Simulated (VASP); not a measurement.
# CdS3 (Fm-3m) in VASP: notebook

The runs below take CdS3 through single point, relaxation of cell and atoms, with PBE.

All numbers are computed with VASP 6.6.1; they aren't measurements. Logs are shortened: lines on timing, memory, paths and dates and some standing lists are left out, and cuts for length are marked.

**1. The cell of the first run**

It takes space group Fm-3m (No. 225, cubic). Conventional cell: a = 6.614 Å, b = 6.614 Å, c = 6.614 Å, α = 90.00°, β = 90.00°, γ = 90.00°. Cd (site symmetry m-3m) has 14 S at 2.86 to 3.31 Å within 3.8 Å. S (site symmetry m-3m) has 8 S at 2.86 Å and 6 Cd at 3.31 Å within 3.8 Å. Within 3.8 Å of S (site symmetry -43m) lie 4 Cd at 2.86 Å and 10 S at 2.86 to 3.31 Å.

**2. Single point, PBE**

INCAR reads:

```
PREC = Accurate
ENCUT = 500
EDIFF = 1E-6
ISMEAR = 0
SIGMA = 0.1
LREAL = F
LASPH = T
NELM = 120
ALGO = Normal
ISIF = 2
LWAVE = F
LCHARG = F
GGA = PE
NBANDS = 23
GGA_COMPAT = F
```

KPOINTS reads:

```
regular mesh
0
Gamma
  12 12 12
```

POSCAR reads:

```
CdS3
1.0
    0.0000000000      3.3068696980      3.3068696980
    3.3068696980      0.0000000000      3.3068696980
    3.3068696980      3.3068696980      0.0000000000
Cd S
1 3
Direct
    0.5000000000      0.5000000000      0.5000000000
    0.0000000000      0.0000000000      0.0000000000
    0.2500000000      0.2500000000      0.2500000000
    0.7500000000      0.7500000000      0.7500000000
```

Potentials or basis: VASP PAW PBE potentials, release 64 (Cd, S).

The run is started by

```
$ cat potpaw_PBE.64/Cd/POTCAR potpaw_PBE.64/S/POTCAR > POTCAR
$ mpirun -np 1 vasp_std > vasp.out
```

OUTCAR:

```text
PREC = Accurate
   ENCUT = 500
   EDIFF = 1E-6
   ISMEAR = 0
   LREAL = F
   LASPH = T
   NELM = 120
   ISIF = 2
   GGA = PE

 ion  position               nearest neighbor table
   1  0.500  0.500  0.500-   3 2.86   3 2.86   3 2.86   3 2.86   4 2.86   4 2.86   4 2.86   4 2.86

   2  0.000  0.000  0.000-
   3  0.250  0.250  0.250-   1 2.86   1 2.86   1 2.86   1 2.86
   4  0.750  0.750  0.750-   1 2.86   1 2.86   1 2.86   1 2.86

  LATTYP: Found a face centered cubic cell.
 ALAT       =     6.6137393960

  Lattice vectors:

 A1 = (   0.0000000000,   3.3068696980,   3.3068696980)
 A2 = (   3.3068696980,   0.0000000000,   3.3068696980)
 A3 = (   3.3068696980,   3.3068696980,   0.0000000000)

Analysis of symmetry for initial positions (statically):
=====================================================================
 Subroutine PRICEL returns:
 Original cell was already a primitive cell.

 Routine SETGRP: Setting up the symmetry group for a
 face centered cubic supercell.

 Subroutine GETGRP returns: Found 48 space group operations
 (whereof 48 operations were pure point group operations)
 out of a pool of 48 trial point group operations.

The static configuration has the point symmetry O_h .

Analysis of symmetry for dynamics (positions and initial velocities):
=====================================================================
 Subroutine PRICEL returns:
 Original cell was already a primitive cell.

 Routine SETGRP: Setting up the symmetry group for a
 face centered cubic supercell.

 Subroutine GETGRP returns: Found 48 space group operations
 (whereof 48 operations were pure point group operations)
 out of a pool of 48 trial point group operations.

The dynamic configuration has the point symmetry O_h .

 Subroutine INISYM returns: Found 48 space group operations
 (whereof 48 operations are pure point group operations),
 and found     1 'primitive' translations

----------------------------------------------------------------------------------------

                                     Primitive cell

  volume of cell :      72.3238

  direct lattice vectors                    reciprocal lattice vectors
     0.000000000  3.306869698  3.306869698    -0.151200394  0.151200394  0.151200394
     3.306869698  0.000000000  3.306869698     0.151200394 -0.151200394  0.151200394
     3.306869698  3.306869698  0.000000000     0.151200394  0.151200394 -0.151200394

  length of vectors
     4.676619976  4.676619976  4.676619976     0.261886764  0.261886764  0.261886764

  position of ions in fractional coordinates (direct lattice)
     0.500000000  0.500000000  0.500000000
     0.000000000  0.000000000  0.000000000
     0.250000000  0.250000000  0.250000000
     0.750000000  0.750000000  0.750000000

  ion indices of the primitive-cell ions
   primitive index   ion index
                 1           1
                 2           2
                 3           3
                 4           4

----------------------------------------------------------------------------------------

 KPOINTS: regular mesh

Automatic generation of k-mesh.
 Grid dimensions read from file:
 generate k-points for:   12   12   12

 Generating k-lattice:

  Cartesian coordinates                     Fractional coordinates (reciprocal lattice)
    -0.012600033  0.012600033  0.012600033     0.083333333  0.000000000  0.000000000
     0.012600033 -0.012600033  0.012600033     0.000000000  0.083333333  0.000000000
     0.012600033  0.012600033 -0.012600033     0.000000000  0.000000000  0.083333333

  Length of vectors
     0.021823897  0.021823897  0.021823897

  Shift w.r.t. Gamma in fractional coordinates (k-lattice)
     0.000000000  0.000000000  0.000000000

 Subroutine IBZKPT returns following result:
 ===========================================

 Found     72 irreducible k-points:

 Following reciprocal coordinates:
            Coordinates               Weight
  0.000000  0.000000  0.000000      1.000000
  0.083333  0.000000  0.000000      8.000000
  0.166667  0.000000  0.000000      8.000000
  0.250000  0.000000  0.000000      8.000000
  0.333333  0.000000  0.000000      8.000000
  0.416667  0.000000  0.000000      8.000000
[... 16 lines left out ...]
  0.500000  0.166667  0.000000     24.000000
 -0.416667  0.166667  0.000000     24.000000
 [... further k-points ...]
   k-points           NKPTS =     72   k-points in BZ     NKDIM =     72   number of bands    NBANDS=     23
   number of dos      NEDOS =    301   number of ions     NIONS =      4
   total plane-waves  NPLWV =  46656
   dimension x,y,z NGX =    36 NGY =   36 NGZ =   36
   dimension x,y,z NGXF=    72 NGYF=   72 NGZF=   72
   ions per type =               1   3
   NGX,Y,Z   is equivalent  to a cutoff of  12.80, 12.80, 12.80 a.u.
   NGXF,Y,Z  is equivalent  to a cutoff of  25.59, 25.59, 25.59 a.u.
 SYSTEM =  unknown system
   PREC   = accura    normal or accurate (medium, high low for compatibility)
   ISTART =      0    job   : 0-new  1-cont  2-samecut
   ICHARG =      2    charge: 1-file 2-atom 10-const
   ISPIN  =      1    spin polarized calculation?
   LNONCOLLINEAR =      F non collinear calculations
   LSORBIT =      F    spin-orbit coupling
   LASPH  =      T    aspherical Exc in radial PAW
   ENCUT  =  500.0 eV  36.75 Ry    6.06 a.u.   8.53  8.53  8.53*2*pi/ulx,y,z
   NELM   =    120;   NELMIN=  2; NELMDL= -5     # of ELM steps
   EDIFF  = 0.1E-05   stopping-criterion for ELM
   LREAL  =      F    real-space projection
   EDIFFG = 0.1E-04   stopping-criterion for IOM
   NSW    =      0    number of steps for IOM
   IBRION =     -1    ionic relax: 0-MD 1-quasi-New 2-CG
   NFREE  =      0    steps in history (QN), initial steepest desc. (CG)
   ISIF   =      2    stress and relaxation
   ISYM   =      2    0-nonsym 1-usesym 2-fastsym
   POTIM  = 0.5000    time-step for ionic-motion
   TEBEG  =    0.0;   TEEND  =   0.0 temperature during run
   PSTRESS=    0.0 pullay stress
   NELECT =      30.0000    total number of electrons
   NUPDOWN=      -1.0000    fix difference up-down
   EMIN   =  10.00;   EMAX   =-10.00  energy-range for DOS
   EFERMI =   0.00;   METHOD = LEGACY
   ISMEAR =     0;   SIGMA  =   0.10  broadening in eV -4-tet -1-fermi 0-gaus
   EFERMI_NEDOS =   21; number of points for ismear=-14 and -15
   IALGO  =     38    algorithm
   IMIX   =      4    mixing-type and parameters
     AMIX     =   0.40;   BMIX     =  1.00
     AMIX_MAG =   1.60;   BMIX_MAG =  1.00
  volume/ion in A,a.u.               =      18.08       122.02
  Fermi-wavevector in a.u.,A,eV,Ry     =   1.220923  2.307209 20.281555  1.490652
  Thomas-Fermi vector in A             =   2.356123
   LORBIT       =      0    0 simple, 1 ext, 2 COOP (PROOUT), +10 PAW based schemes
   GGA     = PE    functional components
   LHFCALC =     F    Hartree Fock is set to
   AEXX    =    0.0000 exact exchange contribution
   IVDW    =     0    specifies the selected vdW correction
   LEPSILON=     F    determine dielectric tensor
   LRPA    =     F    only Hartree local field effects (RPA)
 non-spin polarized calculation
 Gauss-broadening in eV      SIGMA  =   0.10
  energy-cutoff  :      500.00
  volume of cell :       72.32
 maximum number of plane-waves:      1859
 NGX is ok and might be reduce to    36
   NGX = 17   NGY = 17   NGZ = 17

 number of electron      30.0000002 magnetization

 Free energy of the ion-electron system (eV)
  ---------------------------------------------------
  ext. energy  EPLUGINS =         0.00000000
  ---------------------------------------------------
  free energy    TOTEN  =       -10.45287319 eV

  energy without entropy =      -10.43127081  energy(sigma->0) =      -10.44207200

 E-fermi :   5.1277     XC(G=0): -10.8597

 val. band max:        5.1259728827   @ k =  -0.1667   0.2500   0.0833
 cond. band min:       5.1276613268   @ k =   0.2500   0.0833   0.0000
 fundamental gap:      0.0016884442
 Fermi energy:         5.1276504973

 k-point     1 :       0.0000    0.0000    0.0000
  band No.  band energies     occupation
      1      -9.8570      2.00000
      2      -6.0150      2.00000
      3      -5.1970      2.00000
      4      -3.2052      2.00000
      5      -3.2052      2.00000
      6      -3.2052      2.00000
[... 15 lines left out ...]
     22      12.4332      0.00000
     23      12.4332      0.00000

 k-point     2 :       0.0833    0.0000    0.0000
  band No.  band energies     occupation
      1      -9.8056      2.00000
      2      -6.0839      2.00000
      3      -5.2673      2.00000
      4      -3.1980      2.00000
      5      -3.1980      2.00000
      6      -3.1455      2.00000
[... 15 lines left out ...]
     22      12.4893      0.00000
     23      12.4893      0.00000

 k-point     3 :       0.1667    0.0000    0.0000
  band No.  band energies     occupation
      1      -9.6538      2.00000
      2      -6.2762      2.00000
      3      -5.4567      2.00000
      4      -3.1802      2.00000
      5      -3.1802      2.00000
      6      -2.9901      2.00000
[... 15 lines left out ...]
     22      12.7026      0.00000
     23      12.7026      0.00000

 k-point     4 :       0.2500    0.0000    0.0000
  band No.  band energies     occupation
      1      -9.4096      2.00000
      2      -6.5792      2.00000
      3      -5.6842      2.00000
      4      -3.1623      2.00000
      5      -3.1623      2.00000
      6      -2.9209      2.00000
[... 15 lines left out ...]
     22      13.1696      0.00000
     23      13.1696      0.00000

 k-point     5 :       0.3333    0.0000    0.0000
  band No.  band energies     occupation
      1      -9.0907      2.00000
      2      -6.9770      2.00000
      3      -5.8605      2.00000
      4      -3.1544      2.00000
      5      -3.1544      2.00000
      6      -2.9179      2.00000
[... 434 lines left out ...]
 k-point    22 :       0.4167    0.1667    0.0000
  band No.  band energies     occupation
      1      -8.8090      2.00000
      2      -7.0924      2.00000
      3      -6.2382      2.00000
      4      -3.1144      2.00000
      5      -3.0160      2.00000
      6      -2.9201      2.00000
[... 15 lines left out ...]
     22      13.2694      0.00000
     23      15.1073      0.00000

 k-point    23 :       0.5000    0.1667    0.0000
  band No.  band energies     occupation
      1      -8.4842      2.00000
      2      -7.4480      2.00000
      3      -6.3291      2.00000
      4      -3.1103      2.00000
      5      -2.9846      2.00000
      6      -2.9014      2.00000
[... 15 lines left out ...]
     22      14.1649      0.00000
     23      15.1368      0.00000

 k-point    24 :      -0.4167    0.1667    0.0000
  band No.  band energies     occupation
      1      -8.4163      2.00000
      2      -7.5200      2.00000
      3      -6.3461      2.00000
      4      -3.1062      2.00000
      5      -2.9778      2.00000
      6      -2.9230      2.00000
[... 15 lines left out ...]
     22      14.9417      0.00000
     23      15.0380      0.00000

 [... further k-points ...]
[... 5 lines left out ...]
  --------------------------------------------------------------------------------------
  -------------------------------------------------------------------------------------
  Total        0.0743170      0.0743170      0.0743170     -0.0000000      0.0000000      0.0000000
  in kB        1.6463331      1.6463331      1.6463331     -0.0000000      0.0000000      0.0000000
  external PRESSURE =       1.6463331 kB  Pullay stress =       0.0000000 kB

 VOLUME and BASIS-vectors are now :
 -----------------------------------------------------------------------------
  energy-cutoff  :      500.00
  volume of cell :       72.32
      direct lattice vectors                 reciprocal lattice vectors
     0.000000000  3.306869698  3.306869698    -0.151200394  0.151200394  0.151200394
     3.306869698  0.000000000  3.306869698     0.151200394 -0.151200394  0.151200394
     3.306869698  3.306869698  0.000000000     0.151200394  0.151200394 -0.151200394

 POSITION                                       TOTAL-FORCE (eV/Angst)
 -----------------------------------------------------------------------------------
      3.30687      3.30687      3.30687        -0.000000      0.000000      0.000000
      0.00000      0.00000      0.00000        -0.000000      0.000000      0.000000
      1.65343      1.65343      1.65343         0.000000     -0.000000     -0.000000
      4.96030      4.96030      4.96030        -0.000000      0.000000     -0.000000
 -----------------------------------------------------------------------------------
    total drift:                                0.000000      0.000000      0.000000

  FREE ENERGIE OF THE ION-ELECTRON SYSTEM (eV)
  ---------------------------------------------------
  free  energy   TOTEN  =       -10.4528731855 eV

  energy  without entropy=      -10.4312708102  energy(sigma->0) =      -10.44207200
```

Wall time 47 s (1 thread of Intel Xeon 6975P-C (Granite Rapids), shared host); peak memory 0.25 GiB.

Results:

```
Free energy            : -10.4529 eV
Pressure               : 0.2 GPa
Band gap on the k mesh : zero (band 15 reaches 5.42 eV, above the bottom of band 16 at 4.44 eV)
```

Levels at points of the mesh, in eV from the Fermi level:
```csv
k point,band 13,band 14,band 15,band 16,band 17,band 18
"(0.00, 0.00, 0.00)",-2.68,-2.68,-0.56,-0.56,-0.56,1.26
"(0.50, 0.00, 0.00)",-2.95,-1.56,0.21,0.81,0.81,3.22
"(0.50, 0.50, 0.00)",-0.29,-0.29,0.04,0.62,0.62,2.57
```

**3. Relaxation of cell and atoms, PBE**

This run uses another cell than the first one, of 17.94 Å³/atom, 0.992 times its volume.

INCAR reads:

```
  ALGO = Normal
  EDIFF = 1E-7
  EDIFFG = -0.01
  ENCUT = 500
  GGA = PE
  GGA_COMPAT = F
  IBRION = 2
  ISIF = 3
  ISMEAR = 0
  LASPH = T
  LCHARG = F
  LREAL = F
  LWAVE = F
  NELM = 120
  NELMIN = 4
  NSW = 100
  PREC = Accurate
  SIGMA = 0.1
```

KPOINTS reads:

```
k-points
0
Gamma
  12 12 12
```

POSCAR reads:

```
CdS3
1.0
    0.0000000000      3.2984666254      3.2984666254
    3.2984666254      0.0000000000      3.2984666254
    3.2984666254      3.2984666254      0.0000000000
Cd S
1 3
Direct
    0.5000000000      0.5000000000      0.5000000000
    0.0000000000      0.0000000000      0.0000000000
    0.2500000000      0.2500000000      0.2500000000
    0.7500000000      0.7500000000      0.7500000000
```

Potentials or basis: VASP PAW PBE potentials, release 64 (Cd, S).

The run is started by

```
$ cat potpaw_PBE.64/Cd/POTCAR potpaw_PBE.64/S/POTCAR > POTCAR
$ mpirun -np 1 vasp_std > vasp.out
```

Run time: 1.7 min. Hardware: 1 thread of Intel Xeon 6975P-C (Granite Rapids), shared host; peak memory 0.26 GiB.

It converged, with:

```yaml
Free_energy: -10.4528 eV
Relaxed_volume: 18.12 Å³/atom
Relaxed_cell: a = 4.680 Å, b = 4.680 Å, c = 4.680 Å, α = 60.00°, β = 60.00°, γ = 60.00°
Space_group_after_relaxing_to_0.05_Å: Fm-3m (No. 225)
Energy_gained_by_relaxing: 0.4 meV/atom
Ionic_steps: 3
Pressure_after_relaxing: 0.0 GPa
Band_gap_on_the_k_mesh: zero (band 15 reaches 5.39 eV, above the bottom of band 16 at 4.42 eV)
```

The path:
| step | energy change (eV) | largest force (eV/Å) | pressure (GPa) | volume (Å³) |
| --- | --- | --- | --- | --- |
| 1 | 0.0000 | 0.0000 | 0.70 | 71.77 |
| 2 | -0.0015 | 0.0000 | -0.10 | 72.59 |
| 3 | -0.0015 | 0.0000 | 0.00 | 72.49 |

Final structure:
```
Cd S
1.0
     0.00000    3.30937    3.30937
     3.30937    0.00000    3.30937
     3.30937    3.30937    0.00000
Cd S
1 3
Direct
  0.50000 0.50000 0.50000
  0.00000 0.00000 0.00000
  0.25000 0.25000 0.25000
  0.75000 0.75000 0.75000
```

Levels at points of the mesh, in eV from the Fermi level:
| k point | band 11 | band 12 | band 13 | band 14 | band 15 | band 16 | band 17 | band 18 | band 19 |
| --- | --- | --- | --- | --- | --- | --- | --- | --- | --- |
| (0.00, 0.00, 0.00) | -3.33 | -2.67 | -2.67 | -2.67 | -0.55 | -0.55 | -0.55 | 1.24 | 5.73 |
| (0.50, 0.00, 0.00) | -3.90 | -2.94 | -2.94 | -1.56 | 0.21 | 0.81 | 0.81 | 3.21 | 5.35 |
| (0.50, 0.50, 0.00) | -5.00 | -1.46 | -0.29 | -0.29 | 0.04 | 0.62 | 0.62 | 2.57 | 7.31 |
